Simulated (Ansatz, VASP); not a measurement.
**Two plane-wave programs on InGa2O**

```
In Ga O
1.0
     3.45783    0.00000    0.00000
     0.00000    3.45783    0.00000
     0.00000    0.00000    6.68166
In Ga O
1 2 1
Direct
  0.50000 0.50000 0.50000
  0.00000 0.50000 0.17286
  0.50000 0.00000 0.82714
  0.00000 0.00000 0.00000
```

Change from the starting cell: species swapped into the ZnGeP2 type (P-4m2, No. 115).

Alike in both runs: functional PBE; k mesh 6 × 6 × 4; occupations gaussian, width 0.1 eV; no spin polarisation.

Ansatz relaxed the structure, and its values are those at the end. VASP's run is a single point on that final structure, the one shown.

```csv
,VASP,Ansatz
version,VASP 6.6.1,Ansatz 0.2.0
potentials or method,"VASP PAW PBE potentials, release 64 (In_d, Ga_d, O), cutoff 520 eV","scalar-relativistic, plane waves, PAW"
valence electrons in the cell,45,45
```

Ansatz gave:

- gap on the k mesh at the Fermi level (eV): none
- pressure (GPa): 0.0
- rms of the force components (eV/Å): 0.002

Task: Which values does VASP return?

Result: gap on the k mesh at the Fermi level (eV): none; pressure (GPa): 0.2; rms of the force components (eV/Å): 0.015.

A gap of «none» marks a metal or a gap that the smearing closes. The functional is the same, so the differences come from potentials, cutoffs and numerics.
